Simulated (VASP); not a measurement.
# Rh (P6_3/mmc) in VASP: single point with r2SCAN

Aim: the single point of Rh with r2SCAN.

All numbers are computed with VASP 6.6.1; they aren't measurements. Logs are shortened: lines on timing, memory, paths and dates and some standing lists are left out, and cuts for length are marked.

## 1. The cell of the first run

The structure is hexagonal, space group P6_3/mmc (No. 194). Conventional cell: a = 2.731 Å, b = 2.731 Å, c = 4.428 Å, α = 90.00°, β = 90.00°, γ = 120.00°. Within 3.6 Å of Rh (site symmetry -6m2) lie 12 Rh at 2.72 to 2.73 Å.

## 2. Single point, r2SCAN

Contents of POSCAR:

```
Rh
1.0
    2.7309790422      0.0000000000      0.0000000000
   -1.3654895211      2.3650972278      0.0000000000
    0.0000000000      0.0000000000      4.4284890000
Rh
2
Direct
    0.6666666667      0.3333333333      0.7500000000
    0.3333333333      0.6666666667      0.2500000000
```

Contents of INCAR.step1:

```
PREC = Accurate
ENCUT = 520
ISMEAR = 0
SIGMA = 0.15
LREAL = F
LASPH = T
NELM = 100
NBANDS = 22
GGA = PE
ALGO = Normal
EDIFF = 1E-4
LWAVE = T
LCHARG = F
```

Contents of INCAR.step2:

```
PREC = Accurate
ENCUT = 520
EDIFF = 1E-7
ISMEAR = 0
SIGMA = 0.15
LREAL = F
LASPH = T
NELM = 100
ALGO = Normal
ISIF = 2
LWAVE = F
LCHARG = F
METAGGA = R2SCAN
LMIXTAU = T
NBANDS = 22
ISTART = 1
```

Contents of KPOINTS:

```
Automatic mesh
0
Gamma
  18 18 12
```

Potentials or basis: VASP PAW PBE potentials, release 64 (Rh_pv).

Command:

```
> cat potpaw_PBE.64/Rh_pv/POTCAR > POTCAR
> cp INCAR.step1 INCAR
> mpirun -np 1 vasp_std > vasp.out
> cp INCAR.step2 INCAR
> mpirun -np 1 vasp_std > vasp.out
```

OUTCAR:

```text
PREC = Accurate
   ENCUT = 520
   EDIFF = 1E-7
   ISMEAR = 0
   LREAL = F
   LASPH = T
   NELM = 100
   ISIF = 2
   METAGGA = R2SCAN
   ISTART = 1

 ion  position               nearest neighbor table
   1  0.667  0.333  0.750-   2 2.72   2 2.72   2 2.72   2 2.72   2 2.72   2 2.72
   2  0.333  0.667  0.250-   1 2.72   1 2.72   1 2.72   1 2.72   1 2.72   1 2.72

  LATTYP: Found a hexagonal cell.
 ALAT       =     2.7309790422
 C/A-ratio  =     1.6215756077

  Lattice vectors:

 A1 = (   2.7309790422,   0.0000000000,   0.0000000000)
 A2 = (  -1.3654895211,   2.3650972278,   0.0000000000)
 A3 = (   0.0000000000,   0.0000000000,   4.4284890000)

Analysis of symmetry for initial positions (statically):
=====================================================================
 Subroutine PRICEL returns:
 Original cell was already a primitive cell.

 Routine SETGRP: Setting up the symmetry group for a
 hexagonal supercell.

 Subroutine GETGRP returns: Found 24 space group operations
 (whereof 12 operations were pure point group operations)
 out of a pool of 24 trial point group operations.

The static configuration has the point symmetry D_3d.
 The point group associated with its full space group is D_6h.

Analysis of symmetry for dynamics (positions and initial velocities):
=====================================================================
 Subroutine PRICEL returns:
 Original cell was already a primitive cell.

 Routine SETGRP: Setting up the symmetry group for a
 hexagonal supercell.

 Subroutine GETGRP returns: Found 24 space group operations
 (whereof 12 operations were pure point group operations)
 out of a pool of 24 trial point group operations.

The dynamic configuration has the point symmetry D_3d.
 The point group associated with its full space group is D_6h.

 Subroutine INISYM returns: Found 24 space group operations
 (whereof 12 operations are pure point group operations),
 and found     1 'primitive' translations

----------------------------------------------------------------------------------------

                                     Primitive cell

  volume of cell :      28.6037

  direct lattice vectors                    reciprocal lattice vectors
     2.730979042  0.000000000  0.000000000     0.366169049  0.211407799  0.000000000
    -1.365489521  2.365097228  0.000000000     0.000000000  0.422815599  0.000000000
     0.000000000  0.000000000  4.428489000     0.000000000  0.000000000  0.225810655

  length of vectors
     2.730979042  2.730979042  4.428489000     0.422815599  0.422815599  0.225810655

  position of ions in fractional coordinates (direct lattice)
     0.666666667  0.333333333  0.750000000
     0.333333333  0.666666667  0.250000000

  ion indices of the primitive-cell ions
   primitive index   ion index
                 1           1
                 2           2

----------------------------------------------------------------------------------------

 KPOINTS: Automatic mesh

Automatic generation of k-mesh.
 Grid dimensions read from file:
 generate k-points for:   18   18   12

 Generating k-lattice:

  Cartesian coordinates                     Fractional coordinates (reciprocal lattice)
     0.020342725  0.011744878  0.000000000     0.055555556  0.000000000  0.000000000
     0.000000000  0.023489755  0.000000000     0.000000000  0.055555556  0.000000000
     0.000000000  0.000000000  0.018817555     0.000000000  0.000000000  0.083333333

  Length of vectors
     0.023489755  0.023489755  0.018817555

  Shift w.r.t. Gamma in fractional coordinates (k-lattice)
     0.000000000  0.000000000  0.000000000

 Subroutine IBZKPT returns following result:
 ===========================================

 Found    259 irreducible k-points:

 Following reciprocal coordinates:
            Coordinates               Weight
  0.000000  0.000000  0.000000      1.000000
  0.055556  0.000000  0.000000      6.000000
  0.111111  0.000000  0.000000      6.000000
  0.166667  0.000000  0.000000      6.000000
  0.222222 -0.000000  0.000000      6.000000
  0.277778  0.000000  0.000000      6.000000
[... 16 lines left out ...]
  0.333333  0.111111  0.000000     12.000000
  0.388889  0.111111  0.000000     12.000000
 [... further k-points ...]
   k-points           NKPTS =    259   k-points in BZ     NKDIM =    259   number of bands    NBANDS=     22
   number of dos      NEDOS =    301   number of ions     NIONS =      2
   total plane-waves  NPLWV =  14400
   dimension x,y,z NGX =    20 NGY =   20 NGZ =   36
   dimension x,y,z NGXF=    40 NGYF=   40 NGZF=   72
   ions per type =               2
   NGX,Y,Z   is equivalent  to a cutoff of  12.17, 12.17, 13.51 a.u.
   NGXF,Y,Z  is equivalent  to a cutoff of  24.35, 24.35, 27.03 a.u.
 SYSTEM =  unknown system
   PREC   = accura    normal or accurate (medium, high low for compatibility)
   ISTART =      1    job   : 0-new  1-cont  2-samecut
   ICHARG =      0    charge: 1-file 2-atom 10-const
   ISPIN  =      1    spin polarized calculation?
   LNONCOLLINEAR =      F non collinear calculations
   LSORBIT =      F    spin-orbit coupling
   LASPH  =      T    aspherical Exc in radial PAW
   ENCUT  =  520.0 eV  38.22 Ry    6.18 a.u.   5.08  5.08  8.23*2*pi/ulx,y,z
   NELM   =    100;   NELMIN=  2; NELMDL=  0     # of ELM steps
   EDIFF  = 0.1E-06   stopping-criterion for ELM
   LREAL  =      F    real-space projection
   EDIFFG = 0.1E-05   stopping-criterion for IOM
   NSW    =      0    number of steps for IOM
   IBRION =     -1    ionic relax: 0-MD 1-quasi-New 2-CG
   NFREE  =      0    steps in history (QN), initial steepest desc. (CG)
   ISIF   =      2    stress and relaxation
   ISYM   =      2    0-nonsym 1-usesym 2-fastsym
   POTIM  = 0.5000    time-step for ionic-motion
   TEBEG  =    0.0;   TEEND  =   0.0 temperature during run
   PSTRESS=    0.0 pullay stress
   NELECT =      30.0000    total number of electrons
   NUPDOWN=      -1.0000    fix difference up-down
   EMIN   =  10.00;   EMAX   =-10.00  energy-range for DOS
   EFERMI =   0.00;   METHOD = LEGACY
   ISMEAR =     0;   SIGMA  =   0.15  broadening in eV -4-tet -1-fermi 0-gaus
   EFERMI_NEDOS =   21; number of points for ismear=-14 and -15
   IALGO  =     38    algorithm
   IMIX   =      4    mixing-type and parameters
     AMIX     =   0.40;   BMIX     =  1.00
     AMIX_MAG =   1.60;   BMIX_MAG =  1.00
  volume/ion in A,a.u.               =      14.30        96.51
  Fermi-wavevector in a.u.,A,eV,Ry     =   1.663314  3.143208 37.642066  2.766614
  Thomas-Fermi vector in A             =   2.750053
   LORBIT       =      0    0 simple, 1 ext, 2 COOP (PROOUT), +10 PAW based schemes
   METAGGA = R2SCAN    functional components
   LHFCALC =     F    Hartree Fock is set to
   AEXX    =    0.0000 exact exchange contribution
   IVDW    =     0    specifies the selected vdW correction
   LEPSILON=     F    determine dielectric tensor
   LRPA    =     F    only Hartree local field effects (RPA)
 non-spin polarized calculation
 Gauss-broadening in eV      SIGMA  =   0.15
  energy-cutoff  :      520.00
  volume of cell :       28.60
 maximum number of plane-waves:       785
   NGX = 11   NGY = 11   NGZ = 17

 number of electron      30.0000009 magnetization

 Free energy of the ion-electron system (eV)
  ---------------------------------------------------
  ext. energy  EPLUGINS =         0.00000000
  ---------------------------------------------------
  free energy    TOTEN  =       -48.17499420 eV

  energy without entropy =      -48.13758786  energy(sigma->0) =      -48.15629103

 E-fermi :  11.1178     XC(G=0): -14.9132

 val. band max:       11.1173243571   @ k =   0.3889   0.1667   0.0000
 cond. band min:      11.1215236067   @ k =   0.2222  -0.0000   0.3333
 fundamental gap:      0.0041992495
 Fermi energy:        11.1177631344

 k-point     1 :       0.0000    0.0000    0.0000
  band No.  band energies     occupation
      1     -37.3814      2.00000
      2     -36.7683      2.00000
      3     -36.7683      2.00000
      4     -36.6825      2.00000
      5     -36.6686      2.00000
      6     -36.6686      2.00000
[... 14 lines left out ...]
     21      28.4821      0.00000
     22      28.4822      0.00000

 k-point     2 :       0.0556    0.0000    0.0000
  band No.  band energies     occupation
      1     -37.3747      2.00000
      2     -36.7838      2.00000
      3     -36.7734      2.00000
      4     -36.6853      2.00000
      5     -36.6847      2.00000
      6     -36.6710      2.00000
[... 14 lines left out ...]
     21      28.4826      0.00000
     22      28.4828      0.00000

 k-point     3 :       0.1111    0.0000    0.0000
  band No.  band energies     occupation
      1     -37.3549      2.00000
      2     -36.8284      2.00000
      3     -36.7876      2.00000
      4     -36.7307      2.00000
      5     -36.6936      2.00000
      6     -36.6784      2.00000
[... 14 lines left out ...]
     21      28.4826      0.00000
     22      28.4828      0.00000

 k-point     4 :       0.1667    0.0000    0.0000
  band No.  band energies     occupation
      1     -37.3233      2.00000
      2     -36.8967      2.00000
      3     -36.8090      2.00000
      4     -36.8004      2.00000
      5     -36.7075      2.00000
      6     -36.6900      2.00000
[... 14 lines left out ...]
     21      28.4823      0.00000
     22      28.4826      0.00000

 k-point     5 :       0.2222   -0.0000    0.0000
  band No.  band energies     occupation
      1     -37.2821      2.00000
      2     -36.9807      2.00000
      3     -36.8844      2.00000
      4     -36.8347      2.00000
      5     -36.7272      2.00000
      6     -36.7047      2.00000
[... 14 lines left out ...]
     21      28.4823      0.00000
     22      28.4825      0.00000

 k-point     6 :       0.2778    0.0000    0.0000
  band No.  band energies     occupation
      1     -37.2339      2.00000
      2     -37.0701      2.00000
      3     -36.9721      2.00000
      4     -36.8615      2.00000
      5     -36.7522      2.00000
      6     -36.7208      2.00000
[... 14 lines left out ...]
     21      27.8795      0.00000
     22      28.4825      0.00000

 k-point     7 :       0.3333   -0.0000    0.0000
  band No.  band energies     occupation
      1     -37.1827      2.00000
      2     -37.1542      2.00000
      3     -37.0530      2.00000
      4     -36.8862      2.00000
      5     -36.7817      2.00000
      6     -36.7362      2.00000
[... 324 lines left out ...]
      6     -36.7296      2.00000
[... 14 lines left out ...]
     21      27.0185      0.00000
     22      28.4826      0.00000

 k-point    21 :       0.2222    0.1111    0.0000
  band No.  band energies     occupation
      1     -37.2181      2.00000
      2     -37.0681      2.00000
      3     -37.0087      2.00000
      4     -36.8645      2.00000
      5     -36.7609      2.00000
      6     -36.7513      2.00000
[... 14 lines left out ...]
     21      25.9797      0.00000
     22      28.4824      0.00000

 k-point    22 :       0.2778    0.1111    0.0000
  band No.  band energies     occupation
      1     -37.1679      2.00000
      2     -37.1456      2.00000
      3     -37.0678      2.00000
      4     -36.9012      2.00000
      5     -36.7907      2.00000
      6     -36.7709      2.00000
[... 14 lines left out ...]
     21      24.9536      0.00000
     22      27.7883      0.00000

 k-point    23 :       0.3333    0.1111    0.0000
  band No.  band energies     occupation
      1     -37.2090      2.00000
      2     -37.1191      2.00000
      3     -37.1153      2.00000
      4     -36.9309      2.00000
      5     -36.8228      2.00000
      6     -36.7867      2.00000
[... 14 lines left out ...]
     21      24.0630      0.00000
     22      27.0174      0.00000

 k-point    24 :       0.3889    0.1111    0.0000
  band No.  band energies     occupation
      1     -37.2504      2.00000
      2     -37.1462      2.00000
      3     -37.0798      2.00000
      4     -36.9501      2.00000
      5     -36.8512      2.00000
      6     -36.7970      2.00000
[... 14 lines left out ...]
     21      23.4418      0.00000
     22      26.3521      0.00000

 [... further k-points ...]

------------------------ aborting loop because EDIFF is reached ----------------------------------------

  FORCE on cell =-STRESS in cart. coord.  units (eV):
  Direction    XX          YY          ZZ          XY          YZ          ZX
  --------------------------------------------------------------------------------------
  -------------------------------------------------------------------------------------
  Total       -1.4392123     -1.4392123     -1.7468515      0.0000000     -0.0000000      0.0000000
  in kB      -80.6143755    -80.6143755    -97.8461255      0.0000000     -0.0000000      0.0000000
  external PRESSURE =     -86.3582922 kB  Pullay stress =       0.0000000 kB

 VOLUME and BASIS-vectors are now :
 -----------------------------------------------------------------------------
  energy-cutoff  :      520.00
  volume of cell :       28.60
      direct lattice vectors                 reciprocal lattice vectors
     2.730979042  0.000000000  0.000000000     0.366169049  0.211407799  0.000000000
    -1.365489521  2.365097228  0.000000000     0.000000000  0.422815599  0.000000000
     0.000000000  0.000000000  4.428489000     0.000000000  0.000000000  0.225810655

 POSITION                                       TOTAL-FORCE (eV/Angst)
 -----------------------------------------------------------------------------------
      1.36549      0.78837      3.32137        -0.000000      0.000000      0.000000
     -0.00000      1.57673      1.10712         0.000000     -0.000000      0.000000
 -----------------------------------------------------------------------------------
    total drift:                               -0.000000      0.000000     -0.000000

  FREE ENERGIE OF THE ION-ELECTRON SYSTEM (eV)
  ---------------------------------------------------
  free  energy   TOTEN  =       -48.1749942005 eV

  energy  without entropy=      -48.1375878613  energy(sigma->0) =      -48.15629103
```

It took 6.4 min on 1 thread of Intel Xeon 6975P-C, shared host; peak memory 0.25 GiB.

Results:

```
Free energy            : -48.1750 eV
Pressure               : -8.6 GPa
Band gap on the k mesh : zero (band 15 reaches 11.71 eV, above the bottom of band 16 at 9.40 eV)
```

Caveat: the PAW data sets were made with another functional, which shifts forces and pressure a little.
